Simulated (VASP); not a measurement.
# O2 in VASP: further runs

O2 is run at these levels: PBE; tasks: single point, relaxation of the atoms.

All numbers are computed with VASP 6.6.1; they aren't measurements. Logs are shortened: lines on timing, memory, paths and dates and some standing lists are left out, and cuts for length are marked.

### 1 The cell of the first run

The cell holds a molecule in a box, 2 atoms: a = 9.000 Å, b = 9.500 Å, c = 10.000 Å, α = 90.00°, β = 90.00°, γ = 90.00°.

### 2 Single point, PBE, collinear spin, ferromagnetic start

File INCAR:

```
PREC     = Accurate       # precision mode
ENCUT    = 520            # plane-wave cutoff, eV
EDIFF    = 1E-6           # SCF threshold, eV
ISMEAR   = -1             # smearing method
SIGMA    = 0.02           # smearing width, eV
LREAL    = False          # projectors in reciprocal space
LASPH    = True           # aspherical terms in the spheres
NELM     = 150            # most SCF steps
ALGO     = Normal         # electronic algorithm
ISIF     = 2              # what is computed and relaxed
LWAVE    = False          # write WAVECAR
LCHARG   = False          # write CHGCAR
ISPIN    = 2              # spin polarisation
MAGMOM   = 1 1            # initial moments
LORBIT   = 11             # projections on sites
GGA      = PE             # functional
NBANDS   = 17             # bands
```

File KPOINTS:

```
Automatic mesh
0
Gamma
  1 1 1
```

File POSCAR:

```
O
1.0
    9.0000000000      0.0000000000      0.0000000000
    0.0000000000      9.5000000000      0.0000000000
    0.0000000000      0.0000000000     10.0000000000
O
2
Direct
    0.5000000000      0.5000000000      0.4391081030
    0.5000000000      0.5000000000      0.5608918970
```

Potentials or basis: VASP PAW PBE potentials, release 64 (O).

Started as:

```console
$ cat potpaw_PBE.64/O/POTCAR > POTCAR
$ mpirun -np 1 vasp_gam > vasp.out
```

OUTCAR:

```text
PREC = Accurate
   ENCUT = 520
   EDIFF = 1E-6
   ISMEAR = -1
   LREAL = False
   LASPH = True
   NELM = 150
   ISIF = 2
   ISPIN = 2
   LORBIT = 11
   GGA = PE

 ion  position               nearest neighbor table
   1  0.500  0.500  0.439-   2 1.22
   2  0.500  0.500  0.561-   1 1.22

  LATTYP: Found a simple orthorhombic cell.
 ALAT       =     9.0000000000
 B/A-ratio  =     1.0555555556
 C/A-ratio  =     1.1111111111

  Lattice vectors:

 A1 = (   9.0000000000,   0.0000000000,   0.0000000000)
 A2 = (   0.0000000000,   9.5000000000,   0.0000000000)
 A3 = (   0.0000000000,   0.0000000000,  10.0000000000)

Analysis of symmetry for initial positions (statically):
=====================================================================
 Subroutine PRICEL returns:
 Original cell was already a primitive cell.

 Routine SETGRP: Setting up the symmetry group for a
 simple orthorhombic supercell.

 Subroutine GETGRP returns: Found  8 space group operations
 (whereof  8 operations were pure point group operations)
 out of a pool of  8 trial point group operations.

The static configuration has the point symmetry D_2h.

Analysis of symmetry for dynamics (positions and initial velocities):
=====================================================================
 Subroutine PRICEL returns:
 Original cell was already a primitive cell.

 Routine SETGRP: Setting up the symmetry group for a
 simple orthorhombic supercell.

 Subroutine GETGRP returns: Found  8 space group operations
 (whereof  8 operations were pure point group operations)
 out of a pool of  8 trial point group operations.

The dynamic configuration has the point symmetry D_2h.

Analysis of structural, dynamic, and magnetic symmetry:
=====================================================================
 Subroutine PRICEL returns:
 Original cell was already a primitive cell.

 Routine SETGRP: Setting up the symmetry group for a
 simple orthorhombic supercell.

 Subroutine GETGRP returns: Found  8 space group operations
 (whereof  8 operations were pure point group operations)
 out of a pool of  8 trial point group operations.

The overall configuration has the point symmetry D_2h.

 Subroutine INISYM returns: Found  8 space group operations
 (whereof  8 operations are pure point group operations),
 and found     1 'primitive' translations

[... 87 lines left out ...]
   IALGO  =     38    algorithm
   IMIX   =      4    mixing-type and parameters
     AMIX     =   0.40;   BMIX     =  1.00
     AMIX_MAG =   1.60;   BMIX_MAG =  1.00
  volume/ion in A,a.u.               =     427.50      2884.91
  Fermi-wavevector in a.u.,A,eV,Ry     =   0.394893  0.746240  2.121703  0.155941
  Thomas-Fermi vector in A             =   1.339966
   LORBIT       =     11    0 simple, 1 ext, 2 COOP (PROOUT), +10 PAW based schemes
   GGA     = PE    functional components
   LHFCALC =     F    Hartree Fock is set to
   AEXX    =    0.0000 exact exchange contribution
   IVDW    =     0    specifies the selected vdW correction
   LEPSILON=     F    determine dielectric tensor
   LRPA    =     F    only Hartree local field effects (RPA)
 spin polarized calculation
  energy-cutoff  :      520.00
  volume of cell :      855.00
 maximum number of plane-waves:     11510
 NGX is ok and might be reduce to    70
   NGX = 33   NGY = 35   NGZ = 37

 number of electron      12.0000002 magnetization       2.0000001

 Free energy of the ion-electron system (eV)
  ---------------------------------------------------
  ext. energy  EPLUGINS =         0.00000000
  ---------------------------------------------------
  free energy    TOTEN  =        -9.87563954 eV

  energy without entropy =       -9.87563954  energy(sigma->0) =       -9.87563954

 E-fermi :  -6.2427     XC(G=0):  -0.6393

 val. band max:       -6.7469831556   @ k =   0.0000   0.0000   0.0000
 cond. band min:      -4.4393694281   @ k =   0.0000   0.0000   0.0000
 fundamental gap:      2.3076137276
 Fermi energy:        -6.2426685404

 spin component 1

 k-point     1 :       0.0000    0.0000    0.0000
  band No.  band energies     occupation
      1     -32.7198      1.00000
      2     -20.4123      1.00000
      3     -13.3186      1.00000
      4     -13.3138      1.00000
      5     -13.3138      1.00000
      6      -6.7470      1.00000
[... 9 lines left out ...]
     16       2.7674      0.00000
     17       2.8620      0.00000
 Fermi energy:        -6.2426685404

 spin component 2

 k-point     1 :       0.0000    0.0000    0.0000
  band No.  band energies     occupation
      1     -31.5167      1.00000
      2     -18.6173      1.00000
      3     -12.4132      1.00000
      4     -11.4508      1.00000
      5     -11.4508      1.00000
      6      -4.4394      0.00000
[... 9 lines left out ...]
     16       2.9428      0.00000
     17       2.9581      0.00000

------------------------ aborting loop because EDIFF is reached ----------------------------------------

  FORCE on cell =-STRESS in cart. coord.  units (eV):
  Direction    XX          YY          ZZ          XY          YZ          ZX
  --------------------------------------------------------------------------------------
  -------------------------------------------------------------------------------------
  Total       -0.0678774     -0.0677374      1.3508075      0.0000000      0.0000000      0.0000000
  in kB       -0.1271949     -0.1269325      2.5312669      0.0000000      0.0000000      0.0000000
  external PRESSURE =       0.7590465 kB  Pullay stress =       0.0000000 kB

 VOLUME and BASIS-vectors are now :
 -----------------------------------------------------------------------------
  energy-cutoff  :      520.00
  volume of cell :      855.00
      direct lattice vectors                 reciprocal lattice vectors
     9.000000000  0.000000000  0.000000000     0.111111111  0.000000000  0.000000000
     0.000000000  9.500000000  0.000000000     0.000000000  0.105263158  0.000000000
     0.000000000  0.000000000 10.000000000     0.000000000  0.000000000  0.100000000

 POSITION                                       TOTAL-FORCE (eV/Angst)
 -----------------------------------------------------------------------------------
      4.50000      4.75000      4.39108         0.000000      0.000000     -1.172408
      4.50000      4.75000      5.60892         0.000000      0.000000      1.172408
 -----------------------------------------------------------------------------------
    total drift:                                0.000000      0.000000     -0.000000

  FREE ENERGIE OF THE ION-ELECTRON SYSTEM (eV)
  ---------------------------------------------------
  free  energy   TOTEN  =        -9.8756395416 eV

  energy  without entropy=       -9.8756395416  energy(sigma->0) =       -9.87563954

 total charge

# of ion       s       p       d       tot
------------------------------------------
    1        1.612   3.299   0.000   4.910
    2        1.612   3.299   0.000   4.910
--------------------------------------------------
tot          3.223   6.597   0.000   9.821

 magnetization (x)

# of ion       s       p       d       tot
------------------------------------------
    1        0.010   0.798   0.000   0.808
    2        0.010   0.798   0.000   0.808
--------------------------------------------------
tot          0.020   1.597   0.000   1.617
```

OSZICAR:

```text
N       E                     dE             d eps       ncg     rms          rms(c)
DAV:   1     0.128964697041E+03    0.12896E+03   -0.32752E+03    84   0.419E+02
DAV:   2     0.227834277630E+02   -0.10618E+03   -0.94486E+02   110   0.855E+01
[... 14 lines left out ...]
DAV:  17    -0.987560668411E+01   -0.33729E-04   -0.90022E-07    69   0.359E-03    0.558E-04
DAV:  18    -0.987562253426E+01   -0.15850E-04   -0.34786E-07    76   0.206E-03    0.412E-04
DAV:  19    -0.987563413827E+01   -0.11604E-04   -0.24745E-07    77   0.178E-03    0.182E-04
DAV:  20    -0.987563770442E+01   -0.35662E-05   -0.58583E-08    77   0.858E-04    0.111E-04
DAV:  21    -0.987563903730E+01   -0.13329E-05   -0.22751E-08    85   0.539E-04    0.678E-05
DAV:  22    -0.987563954157E+01   -0.50427E-06   -0.12741E-08    76   0.411E-04
   1 F= -.98756395E+01 E0= -.98756395E+01  d E =-.117294E-10  mag=     2.0000
```

stdout:

```text
POSCAR found type information on POSCAR O
 POSCAR found :  1 types and       2 ions
 scaLAPACK will be used
 LDA part: xc-table for (Slater+PW92), standard interpolation
 POSCAR, INCAR and KPOINTS ok, starting setup
 FFT: planning ... GRIDC
 FFT: planning ... GRID_SOFT
 FFT: planning ... GRID
 WAVECAR not read
 entering main loop
```

It took 4.6 min on 1 thread of Intel Xeon 8259CL, shared host; peak memory 1 GiB.

Results:

- Free energy: -9.8756 eV
- Largest force: 1.172 eV/Å
- Gap between the frontier levels: 2.31 eV
- Net moment: 2.00 μB per cell
- Site moments: O +0.81 μB
- Valence electrons inside the program's atomic spheres: O 4.91

Forces on the atoms (eV/Å):
```
O    0.000  0.000 -1.172
O    0.000  0.000  1.172
```

Caveat: the standard files for N, O and F lose accuracy on very short bonds.

### 3 Relaxation of the atoms, PBE, collinear spin, ferromagnetic start

File INCAR:

```
PREC = Accurate
ENCUT = 520
EDIFF = 1E-6
ISMEAR = -1
SIGMA = 0.02
LREAL = F
LASPH = T
NELM = 150
ALGO = Normal
ISIF = 2
LWAVE = F
LCHARG = F
ISPIN = 2
MAGMOM = 1 1
LORBIT = 11
GGA = PE
IBRION = 2
NSW = 80
EDIFFG = -0.01
```

File KPOINTS:

```
regular mesh
0
Gamma
  1 1 1
```

File POSCAR:

```
O
1.0
    9.0000000000      0.0000000000      0.0000000000
    0.0000000000      9.5000000000      0.0000000000
    0.0000000000      0.0000000000     10.0000000000
O
2
Direct
    0.5000000000      0.5000000000      0.4385000000
    0.5000000000      0.5000000000      0.5615000000
```

Potentials or basis: VASP PAW PBE potentials, release 64 (O).

Started as:

```console
$ cat potpaw_PBE.64/O/POTCAR > POTCAR
$ mpirun -np 1 vasp_gam > vasp.out
```

OUTCAR:

```text
PREC = Accurate
   ENCUT = 520
   EDIFF = 1E-6
   ISMEAR = -1
   LREAL = F
   LASPH = T
   NELM = 150
   ISIF = 2
   ISPIN = 2
   LORBIT = 11
   GGA = PE
   IBRION = 2
   NSW = 80
   EDIFFG = -0.01

 ion  position               nearest neighbor table
   1  0.500  0.500  0.438-   2 1.23
   2  0.500  0.500  0.562-   1 1.23

  LATTYP: Found a simple orthorhombic cell.
 ALAT       =     9.0000000000
 B/A-ratio  =     1.0555555556
 C/A-ratio  =     1.1111111111

  Lattice vectors:

 A1 = (   9.0000000000,   0.0000000000,   0.0000000000)
 A2 = (   0.0000000000,   9.5000000000,   0.0000000000)
 A3 = (   0.0000000000,   0.0000000000,  10.0000000000)

Analysis of symmetry for initial positions (statically):
=====================================================================
 Subroutine PRICEL returns:
 Original cell was already a primitive cell.

 Routine SETGRP: Setting up the symmetry group for a
 simple orthorhombic supercell.

 Subroutine GETGRP returns: Found  8 space group operations
 (whereof  8 operations were pure point group operations)
 out of a pool of  8 trial point group operations.

The static configuration has the point symmetry D_2h.

Analysis of symmetry for dynamics (positions and initial velocities):
=====================================================================
 Subroutine PRICEL returns:
 Original cell was already a primitive cell.

 Routine SETGRP: Setting up the symmetry group for a
 simple orthorhombic supercell.

 Subroutine GETGRP returns: Found  8 space group operations
 (whereof  8 operations were pure point group operations)
 out of a pool of  8 trial point group operations.

The dynamic configuration has the point symmetry D_2h.

Analysis of structural, dynamic, and magnetic symmetry:
=====================================================================
 Subroutine PRICEL returns:
 Original cell was already a primitive cell.

[... 121 lines left out ...]

--------------------------------------- Ionic step        1  -------------------------------------------

 number of electron      12.0000001 magnetization       2.0000001

 Free energy of the ion-electron system (eV)
  ---------------------------------------------------
  ext. energy  EPLUGINS =         0.00000000
  ---------------------------------------------------
  free energy    TOTEN  =        -9.88409812 eV

  energy without entropy =       -9.88409812  energy(sigma->0) =       -9.88409812

------------------------ aborting loop because EDIFF is reached ----------------------------------------

  FORCE on cell =-STRESS in cart. coord.  units (eV):
  Direction    XX          YY          ZZ          XY          YZ          ZX
  --------------------------------------------------------------------------------------
  -------------------------------------------------------------------------------------
  Total       -0.0665725     -0.0664184      0.2118825      0.0000000      0.0000000      0.0000000
  in kB       -0.1247496     -0.1244610      0.3970449      0.0000000      0.0000000      0.0000000
  external PRESSURE =       0.0492781 kB  Pullay stress =       0.0000000 kB
[... 59 lines left out ...]
--------------------------------------- Ionic step        3  -------------------------------------------

 number of electron      12.0000001 magnetization       2.0000001

 Free energy of the ion-electron system (eV)
  ---------------------------------------------------
  ext. energy  EPLUGINS =         0.00000000
  ---------------------------------------------------
  free energy    TOTEN  =        -9.88446616 eV

  energy without entropy =       -9.88446616  energy(sigma->0) =       -9.88446616

 E-fermi :  -6.3433     XC(G=0):  -0.6496

 val. band max:       -6.8660473058   @ k =   0.0000   0.0000   0.0000
 cond. band min:      -4.5615463654   @ k =   0.0000   0.0000   0.0000
 fundamental gap:      2.3045009403
 Fermi energy:        -6.3432969979

 spin component 1

 k-point     1 :       0.0000    0.0000    0.0000
  band No.  band energies     occupation
      1     -32.3979      1.00000
      2     -20.5385      1.00000
      3     -13.2810      1.00000
      4     -13.1798      1.00000
      5     -13.1798      1.00000
      6      -6.8661      1.00000
      7      -6.8660      1.00000
      8      -0.3212      0.00000
      9       0.8081      0.00000
     10       1.2397      0.00000
     11       1.2591      0.00000
 Fermi energy:        -6.3432969979

 spin component 2

 k-point     1 :       0.0000    0.0000    0.0000
  band No.  band energies     occupation
      1     -31.1832      1.00000
      2     -18.7417      1.00000
      3     -12.3861      1.00000
      4     -11.3155      1.00000
      5     -11.3154      1.00000
      6      -4.5615      0.00000
      7      -4.5615      0.00000
      8      -0.2088      0.00000
      9       1.0745      0.00000
     10       1.3156      0.00000
     11       1.3757      0.00000
[... 27 lines left out ...]
  FREE ENERGIE OF THE ION-ELECTRON SYSTEM (eV)
  ---------------------------------------------------
  free  energy   TOTEN  =        -9.8844661630 eV

  energy  without entropy=       -9.8844661630  energy(sigma->0) =       -9.88446616

 reached required accuracy - stopping structural energy minimisation

 total charge

# of ion       s       p       d       tot
------------------------------------------
    1        1.611   3.276   0.000   4.887
    2        1.611   3.276   0.000   4.887
--------------------------------------------------
tot          3.223   6.552   0.000   9.774

 magnetization (x)

# of ion       s       p       d       tot
------------------------------------------
    1        0.010   0.801   0.000   0.811
    2        0.010   0.801   0.000   0.811
--------------------------------------------------
tot          0.020   1.602   0.000   1.622
```

OSZICAR:

```text
N       E                     dE             d eps       ncg     rms          rms(c)
DAV:   1     0.141949572733E+03    0.14195E+03   -0.28538E+03    52   0.593E+02
DAV:   2     0.400656002724E+02   -0.10188E+03   -0.94191E+02    74   0.104E+02
[... 45 lines left out ...]
DAV:   8    -0.988443633377E+01   -0.10002E-04   -0.25633E-07    47   0.349E-03    0.765E-04
DAV:   9    -0.988445042451E+01   -0.14091E-04   -0.72823E-07    47   0.446E-03    0.378E-04
DAV:  10    -0.988445552145E+01   -0.50969E-05   -0.13468E-07    53   0.209E-03    0.306E-04
DAV:  11    -0.988446286627E+01   -0.73448E-05   -0.29823E-07    50   0.262E-03    0.147E-04
DAV:  12    -0.988446530596E+01   -0.24397E-05   -0.56371E-08    53   0.126E-03    0.946E-05
DAV:  13    -0.988446616305E+01   -0.85708E-06   -0.88644E-09    47   0.617E-04
   3 F= -.98844662E+01 E0= -.98844662E+01  d E =-.368047E-03  mag=     2.0000
```

CONTCAR:

```text
O
   1.00000000000000
     9.0000000000000000    0.0000000000000000    0.0000000000000000
     0.0000000000000000    9.5000000000000000    0.0000000000000000
     0.0000000000000000    0.0000000000000000   10.0000000000000000
  O
     2
Direct
     0.5000000000000000    0.5000000000000000    0.4383406149234446
     0.5000000000000000    0.5000000000000000    0.5616593850765553

  0.00000000E+00  0.00000000E+00  0.00000000E+00
  0.00000000E+00  0.00000000E+00  0.00000000E+00
```

Wall time 8.5 min (1 thread of Intel Xeon 8259CL, shared host); peak memory 1.1 GiB.

Results:

```
Free energy                                           : -9.8845 eV
Energy gained by relaxing                             : 0.2 meV/atom
Ionic steps                                           : 3
Gap between the frontier levels                       : 2.30 eV
Net moment                                            : 2.00 μB per cell
Site moments                                          : O +0.81 μB
Valence electrons inside the program's atomic spheres : O 4.89
```

Step by step:
```
step  energy change (eV)  largest force (eV/Å)  pressure (GPa)
   1              0.0000                0.2322            0.00
   2              0.0123                1.2910           -0.11
   3             -0.0004                0.0004           -0.01
```

Final structure:
```
O
1.0
     9.00000    0.00000    0.00000
     0.00000    9.50000    0.00000
     0.00000    0.00000   10.00000
O
2
Direct
  0.50000 0.50000 0.43834
  0.50000 0.50000 0.56166
```

Caveat: the standard files for N, O and F lose accuracy on very short bonds.
